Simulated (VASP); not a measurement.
# Al (P6_3/mmc) in VASP: further runs, part 2 of 2

VASP 6.6.1. The steps go on from the part before.

## Step 4: Single point, LDA

This run uses another cell than the first one, of 15.11 Å³/atom, 0.998 times its volume.

INCAR reads:

```
SYSTEM = Al
  PREC = Accurate
  ENCUT = 520
  EDIFF = 1E-6
  ISMEAR = 0
  SIGMA = 0.15
  LREAL = .FALSE.
  LASPH = .TRUE.
  NELM = 80
  ALGO = Fast
  ISIF = 2
  LWAVE = .FALSE.
  LCHARG = .FALSE.
  NBANDS = 10
```

KPOINTS reads:

```
regular mesh
0
G
  18 18 10
  0 0 0
```

POSCAR reads:

```
Al
1.0
    2.7814000000      0.0000000000      0.0000000000
   -1.3907000000      2.4087630581      0.0000000000
    0.0000000000      0.0000000000      4.5105000000
Al
2
Direct
    0.6666666667      0.3333333333      0.7500000000
    0.3333333333      0.6666666667      0.2500000000
```

Potentials or basis: VASP PAW LDA potentials, release 64 (Al).

Run with:

```console
> cat potpaw_LDA.64/Al/POTCAR > POTCAR
> mpirun -np 1 vasp_std > vasp.out
```

OUTCAR:

```text
SYSTEM = Al
   PREC = Accurate
   ENCUT = 520
   EDIFF = 1E-6
   ISMEAR = 0
   LREAL = .FALSE.
   LASPH = .TRUE.
   NELM = 80
   ISIF = 2

 ion  position               nearest neighbor table
   1  0.667  0.333  0.750-   2 2.77   2 2.77   2 2.77   2 2.77   2 2.77   2 2.77
   2  0.333  0.667  0.250-   1 2.77   1 2.77   1 2.77   1 2.77   1 2.77   1 2.77

  LATTYP: Found a hexagonal cell.
 ALAT       =     2.7814000000
 C/A-ratio  =     1.6216653484

  Lattice vectors:

 A1 = (   2.7814000000,   0.0000000000,   0.0000000000)
 A2 = (  -1.3907000000,   2.4087630581,   0.0000000000)
 A3 = (   0.0000000000,   0.0000000000,   4.5105000000)

Analysis of symmetry for initial positions (statically):
=====================================================================
 Subroutine PRICEL returns:
 Original cell was already a primitive cell.

 Routine SETGRP: Setting up the symmetry group for a
 hexagonal supercell.

 Subroutine GETGRP returns: Found 24 space group operations
 (whereof 12 operations were pure point group operations)
 out of a pool of 24 trial point group operations.

The static configuration has the point symmetry D_3d.
 The point group associated with its full space group is D_6h.

Analysis of symmetry for dynamics (positions and initial velocities):
[... 176 lines left out ...]
      6      20.0687      0.00000
      7      20.0687      0.00000
      8      21.3495      0.00000
      9      23.4837      0.00000
     10      24.2473      0.00000
[... 287 lines left out ...]
 k-point    24 :       0.3889    0.1111    0.0000
  band No.  band energies     occupation
      1       2.1624      2.00000
      2       4.8195      2.00000
      3       8.6764      1.47664
      4       9.3106      0.00000
      5      11.0940      0.00000
      6      11.4163      0.00000
      7      12.9377      0.00000
      8      17.9956      0.00000
      9      18.5751      0.00000
     10      19.6063      0.00000

 [... further k-points ...]

------------------------ aborting loop because EDIFF is reached ----------------------------------------

  FORCE on cell =-STRESS in cart. coord.  units (eV):
  Direction    XX          YY          ZZ          XY          YZ          ZX
  --------------------------------------------------------------------------------------
  -------------------------------------------------------------------------------------
  Total        0.9006830      0.9006830      0.9902723      0.0000000     -0.0000000      0.0000000
  in kB       47.7529619     47.7529619     52.5028625      0.0000000     -0.0000000      0.0000000
  external PRESSURE =      49.3362621 kB  Pullay stress =       0.0000000 kB

 VOLUME and BASIS-vectors are now :
 -----------------------------------------------------------------------------
  energy-cutoff  :      520.00
  volume of cell :       30.22
      direct lattice vectors                 reciprocal lattice vectors
     2.781400000  0.000000000  0.000000000     0.359531171  0.207575419  0.000000000
    -1.390700000  2.408763058  0.000000000     0.000000000  0.415150837  0.000000000
     0.000000000  0.000000000  4.510500000     0.000000000  0.000000000  0.221704911

 POSITION                                       TOTAL-FORCE (eV/Angst)
 -----------------------------------------------------------------------------------
      1.39070      0.80292      3.38288         0.000000      0.000000      0.000000
     -0.00000      1.60584      1.12763        -0.000000     -0.000000      0.000000
 -----------------------------------------------------------------------------------
    total drift:                                0.000000     -0.000000     -0.000000

  FREE ENERGIE OF THE ION-ELECTRON SYSTEM (eV)
  ---------------------------------------------------
  free  energy   TOTEN  =        -8.2908651286 eV

  energy  without entropy=       -8.2806122703  energy(sigma->0) =       -8.28573870
```

OSZICAR:

```text
N       E                     dE             d eps       ncg     rms          rms(c)
DAV:   1    -0.525627778750E+00   -0.52563E+00   -0.24163E+03  4448   0.483E+02
DAV:   2    -0.819688419382E+01   -0.76713E+01   -0.73872E+01  5908   0.559E+01
DAV:   3    -0.835642115750E+01   -0.15954E+00   -0.15748E+00  5846   0.648E+00
DAV:   4    -0.835699110848E+01   -0.56995E-03   -0.56945E-03  5292   0.433E-01
DAV:   5    -0.835699375435E+01   -0.26459E-05   -0.26458E-05  5412   0.306E-02    0.214E+00
RMM:   6    -0.831673176619E+01    0.40262E-01   -0.36201E-03  4488   0.302E-01    0.122E+00
RMM:   7    -0.829094668003E+01    0.25785E-01   -0.93101E-03  4609   0.480E-01    0.172E-01
RMM:   8    -0.829085730854E+01    0.89371E-04   -0.65925E-04  4841   0.160E-01    0.489E-02
RMM:   9    -0.829086506769E+01   -0.77592E-05   -0.71063E-05  5118   0.668E-02    0.131E-02
RMM:  10    -0.829086558398E+01   -0.51629E-06   -0.10150E-05  5137   0.186E-02    0.138E-02
RMM:  11    -0.829086512860E+01    0.45538E-06   -0.17057E-06  4819   0.102E-02
   1 F= -.82908651E+01 E0= -.82857387E+01  d E =-.102529E-01
```

stdout:

```text
POSCAR found type information on POSCAR Al
 POSCAR found :  1 types and       2 ions
 scaLAPACK will be used
 LDA part: xc-table for (Slater(with rela. corr.)+CA(PZ))
 , standard interpolation
 POSCAR, INCAR and KPOINTS ok, starting setup
 FFT: planning ... GRIDC
 FFT: planning ... GRID_SOFT
 FFT: planning ... GRID
 WAVECAR not read
 entering main loop
```

Run time: 31 s. Hardware: 1 thread of Intel Xeon 6975P-C, shared host; peak memory 0.17 GiB.

What came out:

```yaml
Free_energy: -8.2909 eV
Pressure: 4.9 GPa
Band_gap_on_the_k_mesh: zero (band 3 reaches 13.14 eV, above the bottom of band 4 at 5.39 eV)
```

## Step 5: Single point, LDA

This run uses another cell than the first one, of 15.04 Å³/atom, 0.993 times its volume.

INCAR reads:

```
SYSTEM = Al
PREC = Accurate
ENCUT = 520
EDIFF = 1E-6
ISMEAR = 0
SIGMA = 0.15
LREAL = .FALSE.
LASPH = .TRUE.
NELM = 80
ALGO = Fast
ISIF = 2
LWAVE = .FALSE.
LCHARG = .FALSE.
GGA = CA
NBANDS = 10
```

KPOINTS is that of step 4.

POSCAR reads:

```
Al
1.0
    2.7394000000      0.0000000000      0.0000000000
   -1.3697000000      2.3723899911      0.0000000000
    0.0000000000      0.0000000000      4.6277000000
Al
2
Direct
    0.6666666667      0.3333333333      0.7500000000
    0.3333333333      0.6666666667      0.2500000000
```

Run with:

```console
> cat potpaw_LDA.64/Al/POTCAR > POTCAR
> mpirun -np 1 vasp_std > vasp.out
```

Run time: 21 s. Hardware: 1 thread of Intel Xeon 6975P-C, shared host; peak memory 0.16 GiB.

It converged, with:

* Free energy: -8.2848 eV
* Pressure: 5.5 GPa
* Band gap on the k mesh: zero (band 3 reaches 12.77 eV, above the bottom of band 4 at 5.53 eV)

Stress tensor (GPa, compression positive):
```
5.89 0.00 0.00
0.00 5.89 0.00
0.00 0.00 4.81
```

Levels at points of the mesh, in eV from the Fermi level:
```csv
k point,band 1,band 2,band 3,band 4,band 5,band 6
"(0.00, 0.00, 0.00)",-11.75,-5.10,-4.95,11.83,11.83,11.91
"(0.50, 0.00, 0.00)",-5.40,-5.35,0.60,0.97,1.38,1.73
"(0.00, 0.00, 0.50)",-10.04,-10.04,2.97,2.97,12.77,12.77
"(0.50, 0.00, 0.50)",-4.13,-4.13,-3.25,-3.25,7.73,7.73
```

## Step 6: Single point, LDA

This run uses another cell than the first one, of 15.30 Å³/atom, 1.011 times its volume.

INCAR reads:

```
ALGO = Normal ; EDIFF = 1E-6
ENCUT = 520 ; GGA = CA
ISIF = 2 ; ISMEAR = 0
LASPH = T ; LCHARG = T
LELF = T ; LREAL = F
LVHAR = T ; LWAVE = F
NBANDS = 10 ; NELM = 60
PREC = Accurate ; SIGMA = 0.15
```

KPOINTS reads:

```
k-points
0
Gamma
  18 18 10
```

POSCAR reads:

```
Al
1.0
    2.8024648109      0.0000000000      0.0000000000
   -1.4012324054      2.4270057195      0.0000000000
    0.0000000000      0.0000000000      4.4988000000
Al
2
Direct
    0.6666666667      0.3333333333      0.7500000000
    0.3333333333      0.6666666667      0.2500000000
```

Potentials or basis: VASP PAW LDA potentials, release 64 (Al).

Run with:

```console
> cat potpaw_LDA.64/Al/POTCAR > POTCAR
> mpirun -np 1 vasp_std > vasp.out
```

Wall time 28 s (1 thread of Intel Xeon 6975P-C, shared host); peak memory 0.17 GiB.

The run converged. Its results:

* Free energy: -8.2997 eV
* Pressure: 3.7 GPa
* Band gap on the k mesh: zero (band 3 reaches 13.14 eV, above the bottom of band 4 at 5.25 eV)

Stress tensor (GPa, compression positive):
```
3.15 0.00 0.00
0.00 3.15 0.00
0.00 0.00 4.83
```

Levels at points of the mesh, in eV from the Fermi level:
```tsv
k point	band 1	band 2	band 3	band 4	band 5	band 6	band 7
(0.00, 0.00, 0.00)	-11.64	-4.75	-4.29	10.79	10.79	11.13	11.13
(0.50, 0.00, 0.00)	-5.61	-5.45	0.61	1.41	1.48	2.02	5.67
(0.00, 0.00, 0.50)	-9.83	-9.83	3.91	3.91	12.01	12.01	12.01
(0.50, 0.00, 0.50)	-4.16	-4.16	-3.35	-3.35	7.20	7.20	7.78
```

## Step 7: The runs side by side

| cell | gap on the mesh (eV) | pressure (GPa) |
| --- | --- | --- |
| a = 2.802, b = 2.802, c = 4.452 Å, angles 90.0, 90.0, 120.0°, 2 atoms | none | 4.8 |
| a = 2.718, b = 2.718, c = 4.686 Å, angles 90.0, 90.0, 120.0°, 2 atoms | none | 6.0 |
| a = 2.781, b = 2.781, c = 4.511 Å, angles 90.0, 90.0, 120.0°, 2 atoms | none | 4.9 |
| a = 2.739, b = 2.739, c = 4.628 Å, angles 90.0, 90.0, 120.0°, 2 atoms | none | 5.5 |
| a = 2.802, b = 2.802, c = 4.499 Å, angles 90.0, 90.0, 120.0°, 2 atoms | none | 3.7 |

Alike in all rows: task single point; level LDA; potentials or basis VASP PAW LDA potentials, release 64 (Al); no spin polarisation; k mesh 18 × 18 × 10; cutoff (eV) 520; smearing gaussian 0.15 eV.

Total energies depend on the potentials used, so only differences within one code and one set of settings carry meaning.
